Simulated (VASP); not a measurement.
Input of a VASP 6.6.1 run:

File INCAR:

```
SYSTEM = Ir
PREC = Accurate ; ENCUT = 520
EDIFF = 1E-6 ; ISMEAR = -1
SIGMA = 0.05 ; LREAL = .FALSE.
LASPH = .TRUE. ; NELM = 80
ALGO = Normal ; ISIF = 2
LWAVE = .FALSE. ; LCHARG = .FALSE.
GGA = PE ; IVDW = 13
NBANDS = 16
```

Contents of KPOINTS:

```
regular mesh
0
G
  11 11 6
  0 0 0
```

The input POSCAR:

```
Ir
1.0
    2.7248459801      0.0000000000      0.0000000000
   -1.3624229901      2.3597858402      0.0000000000
    0.0000000000      0.0000000000      4.4170302645
Ir
2
Direct
    0.3333333333      0.6666666667      0.2500000000
    0.6666666667      0.3333333333      0.7500000000
```

Potentials or basis: VASP PAW PBE potentials, release 64 (Ir).

Command:

```console
$ cat potpaw_PBE.64/Ir/POTCAR > POTCAR
$ mpirun -np 1 vasp_std > vasp.out
```

(1) What does it give for the pressure?

(2) Predict the band gap on the k mesh.

Results:

(1) 0.6 GPa.

(2) zero (bands 9 and 10 overlap by 3.23 eV).

Caveat: spin-orbit coupling is left out, which moves the levels of the heavy elements.
